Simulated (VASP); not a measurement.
# LuTlAu4 (P4/mmm) in VASP: single point with PBE

Aim: the single point of LuTlAu4 with PBE.

All numbers are computed with VASP 6.6.1; they aren't measurements. Logs are shortened: lines on timing, memory, paths and dates and some standing lists are left out, and cuts for length are marked.

### Step 1. The cell of the first run

The structure is tetragonal, space group P4/mmm (No. 123). Conventional cell: a = 4.004 Å, b = 4.004 Å, c = 6.888 Å, α = 90.00°, β = 90.00°, γ = 90.00°. Lu (site symmetry 4/mmm) has 16 Au at 3.21 to 3.98 Å and 4 Lu at 4.00 Å within 4.2 Å. Tl (site symmetry 4/mmm) has 6 Au at 1.94 to 2.00 Å within 2.6 Å. Within 2.6 Å of Au (site symmetry 4mm) lie 1 Tl at 1.94 Å. Within 2.9 Å of Au (site symmetry mmm) lie 2 Tl at 2.00 Å and 8 Au at 2.79 to 2.83 Å.

The cell was generated, and may not be a known phase.

### Step 2. Single point, PBE

File INCAR:

```
SYSTEM = LuTlAu4
PREC = Accurate ; ENCUT = 540
EDIFF = 1E-6 ; ISMEAR = 0
SIGMA = 0.1 ; LREAL = .FALSE.
LASPH = .TRUE. ; NELM = 120
ALGO = Normal ; ISIF = 2
LWAVE = .FALSE. ; LCHARG = .TRUE.
GGA = PE ; LELF = .TRUE.
LVHAR = .TRUE. ; NBANDS = 66
GGA_COMPAT = .FALSE.
```

File KPOINTS:

```
Automatic mesh
0
G
  4 4 4
  0 0 0
```

File POSCAR:

```
LuTlAu4
1.0
    4.0036438400      0.0000000000      0.0000000000
    0.0000000000      4.0036438400      0.0000000000
    0.0000000000      0.0000000000      6.8875036600
Lu Tl Au
1 1 4
Direct
    0.0000000000      0.0000000000      0.0000000000
    0.5000000000      0.5000000000      0.5000000000
    0.5000000000      0.5000000000      0.7816317100
    0.5000000000      0.5000000000      0.2183682900
    0.5000000000      0.0000000000      0.5000000000
    0.0000000000      0.5000000000      0.5000000000
```

Potentials or basis: VASP PAW PBE potentials, release 64 (Lu, Tl_d, Au_sv_GW).

Started as:

```console
$ cat potpaw_PBE.64/Lu/POTCAR potpaw_PBE.64/Tl_d/POTCAR potpaw_PBE.64/Au_sv_GW/POTCAR > POTCAR
$ mpirun -np 1 vasp_std > vasp.out
```

OUTCAR:

```text
SYSTEM = LuTlAu4
   PREC = Accurate
   ENCUT = 540
   EDIFF = 1E-6
   ISMEAR = 0
   LREAL = .FALSE.
   LASPH = .TRUE.
   NELM = 120
   ISIF = 2
   GGA = PE

 ion  position               nearest neighbor table
   1  0.000  0.000  0.000-   3 3.21   4 3.21   3 3.21   4 3.21   3 3.21   4 3.21   3 3.21   4 3.21

   2  0.500  0.500  0.500-   3 1.94   4 1.94   5 2.00   6 2.00   5 2.00   6 2.00
   3  0.500  0.500  0.782-   2 1.94   5 2.79   6 2.79   5 2.79   6 2.79   4 3.01   1 3.21   1 3.21
                             1 3.21   1 3.21
   4  0.500  0.500  0.218-   2 1.94   5 2.79   6 2.79   5 2.79   6 2.79   3 3.01   1 3.21   1 3.21
                             1 3.21   1 3.21
   5  0.500  0.000  0.500-   2 2.00   2 2.00   4 2.79   3 2.79   3 2.79   4 2.79   6 2.83   6 2.83
                             6 2.83   6 2.83
   6  0.000  0.500  0.500-   2 2.00   2 2.00   4 2.79   3 2.79   3 2.79   4 2.79   5 2.83   5 2.83
                             5 2.83   5 2.83

  LATTYP: Found a simple tetragonal cell.
 ALAT       =     4.0036438400
 C/A-ratio  =     1.7203087825

  Lattice vectors:

 A1 = (   4.0036438400,   0.0000000000,   0.0000000000)
 A2 = (   0.0000000000,   4.0036438400,   0.0000000000)
 A3 = (   0.0000000000,   0.0000000000,   6.8875036600)

Analysis of symmetry for initial positions (statically):
=====================================================================
 Subroutine PRICEL returns:
 Original cell was already a primitive cell.

 Routine SETGRP: Setting up the symmetry group for a
 simple tetragonal supercell.

 Subroutine GETGRP returns: Found 16 space group operations
 (whereof 16 operations were pure point group operations)
 out of a pool of 16 trial point group operations.

The static configuration has the point symmetry D_4h.

Analysis of symmetry for dynamics (positions and initial velocities):
=====================================================================
 Subroutine PRICEL returns:
 Original cell was already a primitive cell.

 Routine SETGRP: Setting up the symmetry group for a
 simple tetragonal supercell.

 Subroutine GETGRP returns: Found 16 space group operations
 (whereof 16 operations were pure point group operations)
 out of a pool of 16 trial point group operations.

The dynamic configuration has the point symmetry D_4h.

 Subroutine INISYM returns: Found 16 space group operations
 (whereof 16 operations are pure point group operations),
 and found     1 'primitive' translations

[... 97 lines left out ...]
   EDIFFG = 0.1E-04   stopping-criterion for IOM
   NSW    =      0    number of steps for IOM
   IBRION =     -1    ionic relax: 0-MD 1-quasi-New 2-CG
   NFREE  =      0    steps in history (QN), initial steepest desc. (CG)
   ISIF   =      2    stress and relaxation
   ISYM   =      2    0-nonsym 1-usesym 2-fastsym
   POTIM  = 0.5000    time-step for ionic-motion
   TEBEG  =    0.0;   TEEND  =   0.0 temperature during run
   PSTRESS=    0.0 pullay stress
   NELECT =     114.0000    total number of electrons
   NUPDOWN=      -1.0000    fix difference up-down
   EMIN   =  10.00;   EMAX   =-10.00  energy-range for DOS
   EFERMI =   0.00;   METHOD = LEGACY
   ISMEAR =     0;   SIGMA  =   0.10  broadening in eV -4-tet -1-fermi 0-gaus
   EFERMI_NEDOS =   21; number of points for ismear=-14 and -15
   IALGO  =     38    algorithm
   IMIX   =      4    mixing-type and parameters
     AMIX     =   0.40;   BMIX     =  1.00
     AMIX_MAG =   1.60;   BMIX_MAG =  1.00
  volume/ion in A,a.u.               =      18.40       124.17
  Fermi-wavevector in a.u.,A,eV,Ry     =   1.654699  3.126927 37.253121  2.738027
  Thomas-Fermi vector in A             =   2.742921
   LORBIT       =      0    0 simple, 1 ext, 2 COOP (PROOUT), +10 PAW based schemes
   GGA     = PE    functional components
   LHFCALC =     F    Hartree Fock is set to
   AEXX    =    0.0000 exact exchange contribution
   IVDW    =     0    specifies the selected vdW correction
   LEPSILON=     F    determine dielectric tensor
   LRPA    =     F    only Hartree local field effects (RPA)
 non-spin polarized calculation
 Gauss-broadening in eV      SIGMA  =   0.10
  energy-cutoff  :      540.00
  volume of cell :      110.40
 maximum number of plane-waves:      3176
   NGX = 15   NGY = 15   NGZ = 27

 number of electron     114.0000016 magnetization

 Free energy of the ion-electron system (eV)
  ---------------------------------------------------
  ext. energy  EPLUGINS =         0.00000000
  ---------------------------------------------------
  free energy    TOTEN  =        23.21343980 eV

  energy without entropy =       23.22489861  energy(sigma->0) =       23.21916921

 E-fermi :   9.0614     XC(G=0): -12.4229

 val. band max:        9.0553356206   @ k =   0.5000   0.0000   0.0000
 cond. band min:       9.1394227635   @ k =   0.5000   0.5000   0.0000
 fundamental gap:      0.0840871429
 Fermi energy:         9.0614323976

 k-point     1 :       0.0000    0.0000    0.0000
  band No.  band energies     occupation
      1     -98.4183      2.00000
      2     -98.4060      2.00000
      3     -98.1558      2.00000
      4     -98.1402      2.00000
      5     -50.8874      2.00000
      6     -50.8874      2.00000
[... 1231 lines left out ...]
     65      13.1022      0.00000
     66      14.2280      0.00000

------------------------ aborting loop because EDIFF is reached ----------------------------------------

  FORCE on cell =-STRESS in cart. coord.  units (eV):
  Direction    XX          YY          ZZ          XY          YZ          ZX
  --------------------------------------------------------------------------------------
  -------------------------------------------------------------------------------------
  Total      119.8569023    119.8569023    141.0697829      0.0000000     -0.0000000      0.0000000
  in kB     1739.4058117   1739.4058117   2047.2546467      0.0000000     -0.0000000      0.0000000
  external PRESSURE =    1842.0220901 kB  Pullay stress =       0.0000000 kB

 VOLUME and BASIS-vectors are now :
 -----------------------------------------------------------------------------
  energy-cutoff  :      540.00
  volume of cell :      110.40
      direct lattice vectors                 reciprocal lattice vectors
     4.003643840  0.000000000  0.000000000     0.249772467  0.000000000  0.000000000
     0.000000000  4.003643840  0.000000000     0.000000000  0.249772467  0.000000000
     0.000000000  0.000000000  6.887503660     0.000000000  0.000000000  0.145190485

 POSITION                                       TOTAL-FORCE (eV/Angst)
 -----------------------------------------------------------------------------------
      0.00000      0.00000      0.00000        -0.000000     -0.000000      0.000000
      2.00182      2.00182      3.44375        -0.000000     -0.000000      0.000000
      2.00182      2.00182      5.38349        -0.000000      0.000000     37.983793
      2.00182      2.00182      1.50401         0.000000      0.000000    -37.983793
      2.00182      0.00000      3.44375        -0.000000     -0.000000      0.000000
      0.00000      2.00182      3.44375        -0.000000     -0.000000      0.000000
 -----------------------------------------------------------------------------------
    total drift:                                0.000000      0.000000      0.000000

  FREE ENERGIE OF THE ION-ELECTRON SYSTEM (eV)
  ---------------------------------------------------
  free  energy   TOTEN  =        23.2134398011 eV

  energy  without entropy=       23.2248986106  energy(sigma->0) =       23.21916921
```

Wall time 2.8 min (1 thread of Intel Xeon Platinum 8488C (Sapphire Rapids), shared host); peak memory 0.3 GiB.

What came out:

| Item | Value |
| --- | --- |
| Free energy | 23.2134 eV |
| Pressure | 184.2 GPa |
| Largest force | 37.984 eV/Å |
| Band gap on the k mesh | zero (bands 57 and 58 overlap by 2.37 eV) |

Forces on the atoms (eV/Å):
```
Lu    0.000   0.000   0.000
Tl    0.000   0.000   0.000
Au    0.000   0.000  37.984
Au    0.000   0.000 -37.984
Au    0.000   0.000   0.000
Au    0.000   0.000   0.000
```

Caveat: the k points lie up to 0.39 Å⁻¹ apart, too coarse for converged energies and pressures of a metal; atoms lie so close that the PAW spheres overlap strongly, which falsifies energies and pressures; spin-orbit coupling is left out, which moves the levels of the heavy elements; forces of over 1 eV/Å act on the atoms, so gaps and moduli don't describe the material at rest.

The gap in the log of VASP goes by the Fermi energy; the results here count the filled bands.